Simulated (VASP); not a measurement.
SiC (Moissanite):

```
CELL_PARAMETERS angstrom
3.07600 0.00000 0.00000
-1.53800 2.66389 0.00000
0.00000 0.00000 5.04800
ATOMIC_POSITIONS crystal
Si 0.66667 0.33333 0.50000
Si 0.33333 0.66667 0.00000
C 0.66667 0.33333 0.88500
C 0.33333 0.66667 0.38500
```

- Program: VASP 6.6.1
- Task: relaxation of cell and atoms
- Functional: PBE exchange alone
- Potentials or basis: VASP PAW PBE potentials, release 64 (Si, C)
- Cutoff: 600 eV
- k mesh: 10 × 10 × 5
- Occupations: fermi-dirac, width 0.05 eV
- Spin: no spin polarisation

At the start: pressure 20.4 GPa; volume 10.34 Å³/atom.

Q: How do energy, volume and symmetry change on relaxing?

A: Over 8 steps the energy falls by 71.6 meV/atom and the volume is 11.42 Å³/atom (+10.4 %); space group P6_3mc (No. 186, to 0.05 Å).

Step by step:
```csv
step,energy change (eV),largest force (eV/Å),pressure (GPa),volume (Å³)
1,0.0000,0.7864,20.39,41.36
2,-0.0994,0.4525,-11.78,49.75
3,-0.2834,0.0329,-0.17,45.70
4,-0.2834,0.0454,0.16,45.61
5,-0.2862,0.0300,-0.11,45.69
6,-0.2865,0.0342,-0.05,45.68
7,-0.2866,0.0102,0.01,45.66
8,-0.2866,0.0002,0.00,45.66
```

Final structure:
```
Si C
1.0
     3.17721    0.00000    0.00000
    -1.58861    2.75155    0.00000
     0.00000    0.00000    5.22307
Si C
2 2
Direct
  0.66667 0.33333 0.50463
  0.33333 0.66667 0.00463
  0.66667 0.33333 0.88037
  0.33333 0.66667 0.38037
```

Caveat: the volume moved by +10 % from the deposited cell, more than functionals usually miss.
